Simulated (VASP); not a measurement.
# Au (Fm-3m) in VASP: single point with r2SCAN

Aim: the single point of Au with r2SCAN.

Program: VASP 6.6.1. These are calculated values, not measurements. Logs are shortened: lines on timing, memory, paths and dates and some standing lists are left out, and cuts for length are marked.

### Step 1. The cell of the first run

It takes space group Fm-3m (No. 225, cubic). The conventional cell has a = 4.080 Å, b = 4.080 Å, c = 4.080 Å, α = 90.00°, β = 90.00°, γ = 90.00°. Au (site symmetry m-3m) has 12 Au at 2.88 Å within 3.8 Å.

### Step 2. Single point, r2SCAN, non-collinear spin, zero start, spin-orbit coupling

Contents of POSCAR:

```
Au
1.0
    0.0000000000      2.0399988786      2.0399988786
    2.0399988786      0.0000000000      2.0399988786
    2.0399988786      2.0399988786      0.0000000000
Au
1
Direct
    0.0000000000      0.0000000000      0.0000000000
```

Contents of INCAR.step1:

```
SYSTEM = Au
ALGO = Normal
EDIFF = 1E-4
ENCUT = 520
GGA = PE
GGA_COMPAT = .False.
ISMEAR = 0
LASPH = .True.
LCHARG = .False.
LMAXMIX = 4
LNONCOLLINEAR = .True.
LREAL = .False.
LSORBIT = .True.
LWAVE = .True.
MAGMOM = 0 0 0
NBANDS = 22
NELM = 150
PREC = Accurate
SIGMA = 0.05
```

Contents of INCAR.step2:

```
SYSTEM = Au
ALGO = Normal
EDIFF = 1E-6
ENCUT = 520
GGA_COMPAT = .False.
ISIF = 2
ISMEAR = 0
ISTART = 1
LASPH = .True.
LCHARG = .True.
LMAXMIX = 4
LMIXTAU = .True.
LNONCOLLINEAR = .True.
LORBIT = 11
LORBMOM = .True.
LREAL = .False.
LSORBIT = .True.
LVHAR = .True.
LWAVE = .False.
MAGMOM = 0 0 0
METAGGA = R2SCAN
NBANDS = 22
NELM = 150
PREC = Accurate
SIGMA = 0.05
```

Contents of KPOINTS:

```
k-points
0
Gamma
  10 10 10
  0 0 0
```

Potentials or basis: VASP PAW PBE potentials, release 64 (Au).

On the command line:

```console
> cat potpaw_PBE.64/Au/POTCAR > POTCAR
> cp INCAR.step1 INCAR
> mpirun -np 1 vasp_ncl > vasp.out
> cp INCAR.step2 INCAR
> mpirun -np 1 vasp_ncl > vasp.out
```

OUTCAR:

```text
SYSTEM = Au
   EDIFF = 1E-6
   ENCUT = 520
   ISIF = 2
   ISMEAR = 0
   ISTART = 1
   LASPH = .True.
   LNONCOLLINEAR = .True.
   LORBIT = 11
   LREAL = .False.
   LSORBIT = .True.
   METAGGA = R2SCAN
   NELM = 150
   PREC = Accurate

 ion  position               nearest neighbor table
   1  0.000  0.000  0.000-

  LATTYP: Found a face centered cubic cell.
 ALAT       =     4.0799977572

  Lattice vectors:

 A1 = (   0.0000000000,   2.0399988786,   2.0399988786)
 A2 = (   2.0399988786,   0.0000000000,   2.0399988786)
 A3 = (   2.0399988786,   2.0399988786,   0.0000000000)

Analysis of symmetry for initial positions (statically):
=====================================================================
 Subroutine PRICEL returns:
 Original cell was already a primitive cell.

 Routine SETGRP: Setting up the symmetry group for a
 face centered cubic supercell.

 Subroutine GETGRP returns: Found 48 space group operations
 (whereof 48 operations were pure point group operations)
 out of a pool of 48 trial point group operations.

The static configuration has the point symmetry O_h .

Analysis of symmetry for dynamics (positions and initial velocities):
=====================================================================
 Subroutine PRICEL returns:
 Original cell was already a primitive cell.

 Routine SETGRP: Setting up the symmetry group for a
 face centered cubic supercell.

 Subroutine GETGRP returns: Found 48 space group operations
 (whereof 48 operations were pure point group operations)
 out of a pool of 48 trial point group operations.

The dynamic configuration has the point symmetry O_h .

Analysis of structural, dynamic, and magnetic symmetry:
=====================================================================
 Subroutine PRICEL returns:
 Original cell was already a primitive cell.

 Routine SETGRP: Setting up the symmetry group for a
 face centered cubic supercell.

 Subroutine GETGRP returns: Found 48 space group operations
 (whereof 48 operations were pure point group operations)
 out of a pool of 48 trial point group operations.

The overall configuration has the point symmetry O_h .

 Subroutine INISYM returns: Found 48 space group operations
 (whereof 48 operations are pure point group operations),
 and found     1 'primitive' translations

----------------------------------------------------------------------------------------

                                     Primitive cell

  volume of cell :      16.9793

  direct lattice vectors                    reciprocal lattice vectors
     0.000000000  2.039998879  2.039998879    -0.245098174  0.245098174  0.245098174
     2.039998879  0.000000000  2.039998879     0.245098174 -0.245098174  0.245098174
     2.039998879  2.039998879  0.000000000     0.245098174  0.245098174 -0.245098174

  length of vectors
     2.884994081  2.884994081  2.884994081     0.424522490  0.424522490  0.424522490

  position of ions in fractional coordinates (direct lattice)
     0.000000000  0.000000000  0.000000000

  ion indices of the primitive-cell ions
   primitive index   ion index
                 1           1

----------------------------------------------------------------------------------------

 KPOINTS: k-points

Automatic generation of k-mesh.
 Grid dimensions read from file:
 generate k-points for:   10   10   10

 Generating k-lattice:

  Cartesian coordinates                     Fractional coordinates (reciprocal lattice)
    -0.024509817  0.024509817  0.024509817     0.100000000  0.000000000  0.000000000
     0.024509817 -0.024509817  0.024509817     0.000000000  0.100000000  0.000000000
     0.024509817  0.024509817 -0.024509817     0.000000000  0.000000000  0.100000000

  Length of vectors
     0.042452249  0.042452249  0.042452249

  Shift w.r.t. Gamma in fractional coordinates (k-lattice)
     0.000000000  0.000000000  0.000000000

 Subroutine IBZKPT returns following result:
 ===========================================
[... 47 lines left out ...]
   NELM   =    150;   NELMIN=  2; NELMDL=  0     # of ELM steps
   EDIFF  = 0.1E-05   stopping-criterion for ELM
   LREAL  =      F    real-space projection
   EDIFFG = 0.1E-04   stopping-criterion for IOM
   NSW    =      0    number of steps for IOM
   IBRION =     -1    ionic relax: 0-MD 1-quasi-New 2-CG
   NFREE  =      0    steps in history (QN), initial steepest desc. (CG)
   ISIF   =      2    stress and relaxation
   ISYM   =      2    0-nonsym 1-usesym 2-fastsym
   POTIM  = 0.5000    time-step for ionic-motion
   TEBEG  =    0.0;   TEEND  =   0.0 temperature during run
   PSTRESS=    0.0 pullay stress
   NELECT =      11.0000    total number of electrons
   NUPDOWN=      -1.0000    fix difference up-down
   EMIN   =  10.00;   EMAX   =-10.00  energy-range for DOS
   EFERMI =   0.00;   METHOD = LEGACY
   ISMEAR =     0;   SIGMA  =   0.05  broadening in eV -4-tet -1-fermi 0-gaus
   EFERMI_NEDOS =   21; number of points for ismear=-14 and -15
   IALGO  =     38    algorithm
   IMIX   =      4    mixing-type and parameters
     AMIX     =   0.40;   BMIX     =  1.00
     AMIX_MAG =   1.60;   BMIX_MAG =  1.00
  volume/ion in A,a.u.               =      16.98       114.58
  Fermi-wavevector in a.u.,A,eV,Ry     =   1.416552  2.676895 27.301710  2.006619
  Thomas-Fermi vector in A             =   2.537874
   LORBIT       =     11    0 simple, 1 ext, 2 COOP (PROOUT), +10 PAW based schemes
   METAGGA = R2SCAN    functional components
   LHFCALC =     F    Hartree Fock is set to
   AEXX    =    0.0000 exact exchange contribution
   IVDW    =     0    specifies the selected vdW correction
   LEPSILON=     F    determine dielectric tensor
   LRPA    =     F    only Hartree local field effects (RPA)
 Gauss-broadening in eV      SIGMA  =   0.05
  energy-cutoff  :      520.00
  volume of cell :       16.98
 maximum number of plane-waves:       938
 NGX is ok and might be reduce to    24
   NGX = 11   NGY = 11   NGZ = 11

 number of electron      11.0000000 magnetization       0.0000000      0.0000000      0.0000000

 number of electron      11.0000000 magnetization       0.0000000     -0.0000000     -0.0000000

 number of electron      11.0000000 magnetization      -0.0000000      0.0000000      0.0000000

 Free energy of the ion-electron system (eV)
  ---------------------------------------------------
  ext. energy  EPLUGINS =         0.00000000
  ---------------------------------------------------
  free energy    TOTEN  =       -50.83893413 eV

  energy without entropy =      -50.83814462  energy(sigma->0) =      -50.83853938

 E-fermi :   9.4665     XC(G=0): -13.6725

 val. band max:        9.2748829511   @ k =   0.5000   0.2000   0.1000
 cond. band min:       9.4952791048   @ k =   0.5000   0.1000   0.0000
 fundamental gap:      0.2203961536
 Fermi energy:         9.4665333904

 k-point     1 :       0.0000    0.0000    0.0000
  band No.  band energies     occupation
      1      -0.7592      1.00000
      2      -0.7592      1.00000
      3       3.7881      1.00000
      4       3.7881      1.00000
      5       3.7881      1.00000
      6       3.7881      1.00000
[... 589 lines left out ...]
     21      29.8312      0.00000
     22      29.8312      0.00000

 [... further k-points ...]

------------------------ aborting loop because EDIFF is reached ----------------------------------------

  FORCE on cell =-STRESS in cart. coord.  units (eV):
  Direction    XX          YY          ZZ          XY          YZ          ZX
  --------------------------------------------------------------------------------------
  -------------------------------------------------------------------------------------
  Total        0.5471169      0.5471169      0.5471169      0.0000000      0.0000000     -0.0000000
  in kB       51.6262928     51.6262928     51.6262928      0.0000000      0.0000000     -0.0000000
  external PRESSURE =      51.6262928 kB  Pullay stress =       0.0000000 kB

 VOLUME and BASIS-vectors are now :
 -----------------------------------------------------------------------------
  energy-cutoff  :      520.00
  volume of cell :       16.98
      direct lattice vectors                 reciprocal lattice vectors
     0.000000000  2.039998879  2.039998879    -0.245098174  0.245098174  0.245098174
     2.039998879  0.000000000  2.039998879     0.245098174 -0.245098174  0.245098174
     2.039998879  2.039998879  0.000000000     0.245098174  0.245098174 -0.245098174

 POSITION                                       TOTAL-FORCE (eV/Angst)
 -----------------------------------------------------------------------------------
      0.00000      0.00000      0.00000         0.000000     -0.000000      0.000000
 -----------------------------------------------------------------------------------
    total drift:                               -0.000000      0.000000      0.000000

  FREE ENERGIE OF THE ION-ELECTRON SYSTEM (eV)
  ---------------------------------------------------
  free  energy   TOTEN  =       -50.8389341314 eV

  energy  without entropy=      -50.8381446206  energy(sigma->0) =      -50.83853938

 orbital moment (x)

 # of ion     p       d       tot
 ----------------------------------------
  1         0.000  -0.000  -0.000
 ----------------------------------------
            0.000  -0.000  -0.000

 orbital moment (y)

 # of ion     p       d       tot
 ----------------------------------------
  1         0.000   0.000   0.000
 ----------------------------------------
            0.000   0.000   0.000

 orbital moment (z)

 # of ion     p       d       tot
 ----------------------------------------
  1         0.000   0.000   0.000
 ----------------------------------------
            0.000   0.000   0.000

 Spin-Orbit-Coupling matrix elements

 Ion:    1  E_soc:     -0.5562879
 l=   1
     0.0000000    -0.0247089    -0.0247089
    -0.0247089     0.0000000    -0.0247089
    -0.0247089    -0.0247089     0.0000000
 l=   2
     0.0000000    -0.0149458     0.0000000    -0.0149458    -0.0530600
    -0.0149458     0.0000000    -0.0397950    -0.0149458    -0.0132650
     0.0000000    -0.0397950     0.0000000    -0.0397950     0.0000000
    -0.0149458    -0.0149458    -0.0397950     0.0000000    -0.0132650
    -0.0530600    -0.0132650     0.0000000    -0.0132650     0.0000000
 l=   3
     0.0000000     0.0000000     0.0000000     0.0000000     0.0000000     0.0000000     0.0000000
     0.0000000     0.0000000     0.0000000     0.0000000     0.0000000     0.0000000     0.0000000
     0.0000000     0.0000000     0.0000000     0.0000000     0.0000000     0.0000000     0.0000000
     0.0000000     0.0000000     0.0000000     0.0000000     0.0000000     0.0000000     0.0000000
     0.0000000     0.0000000     0.0000000     0.0000000     0.0000000     0.0000000     0.0000000
     0.0000000     0.0000000     0.0000000     0.0000000     0.0000000     0.0000000     0.0000000
     0.0000000     0.0000000     0.0000000     0.0000000     0.0000000     0.0000000     0.0000000

 total charge

# of ion       s       p       d       tot
------------------------------------------
    1        0.549   0.367   8.774   9.690

 magnetization (x)

# of ion       s       p       d       tot
------------------------------------------
    1       -0.000   0.000   0.000   0.000

 magnetization (y)

# of ion       s       p       d       tot
------------------------------------------
    1       -0.000   0.000   0.000   0.000

 magnetization (z)

# of ion       s       p       d       tot
------------------------------------------
    1        0.000   0.000   0.000   0.000
```

Wall time 6.3 min (1 thread of AMD EPYC 7R13, shared host); peak memory 0.2 GiB.

Results:

```yaml
Free_energy: -50.8389 eV
Pressure: 5.2 GPa
Net_moment: 0.00 μB per cell
Valence_electrons_inside_the_program's_atomic_spheres: Au 9.69
```

Moments on the atoms (μB; x, y, z):
```
Au  0.00 0.00 0.00
```

Caveat: the cell stands under pressure; the PAW data sets were made with another functional, which shifts forces and pressure a little.
